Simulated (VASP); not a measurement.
Input of a VASP 6.6.1 run:

File INCAR:

```
SYSTEM = Re
PREC     = Accurate       ! precision mode
ENCUT    = 520            ! plane-wave cutoff, eV
EDIFF    = 1E-7           ! SCF threshold, eV
ISMEAR   = -1             ! smearing method
SIGMA    = 0.1            ! smearing width, eV
LREAL    = .False.        ! projectors in reciprocal space
LASPH    = .True.         ! aspherical terms in the spheres
NELM     = 60             ! most SCF steps
ALGO     = Normal         ! electronic algorithm
ISIF     = 2              ! what is computed and relaxed
LWAVE    = .False.        ! write WAVECAR
LCHARG   = .False.        ! write CHGCAR
GGA      = PS             ! functional
NBANDS   = 14             ! bands
```

File KPOINTS:

```
Automatic mesh
0
Gamma
  11 11 11
  0 0 0
```

The input POSCAR:

```
Re
1.0
    0.0000000000      2.7975195331      2.7975195331
    2.7975195331      0.0000000000      2.7975195331
    2.7975195331      2.7975195331      0.0000000000
Re
2
Direct
    0.1250000000      0.1250000000      0.1250000000
    0.8750000000      0.8750000000      0.8750000000
```

Potentials or basis: VASP PAW PBE potentials, release 64 (Re).

Launch:

```sh
$ cat potpaw_PBE.64/Re/POTCAR > POTCAR
$ mpirun -np 1 vasp_std > vasp.out
```

Task: Estimate the band gap on the k mesh.

Result: Zero (bands 7 and 8 overlap by 1.17 eV).

Task: Predict the pressure.

Result: -1.8 GPa.

Caveat: the PAW data sets were made with another functional, which shifts forces and pressure a little; spin-orbit coupling is left out, which moves the levels of the heavy elements.
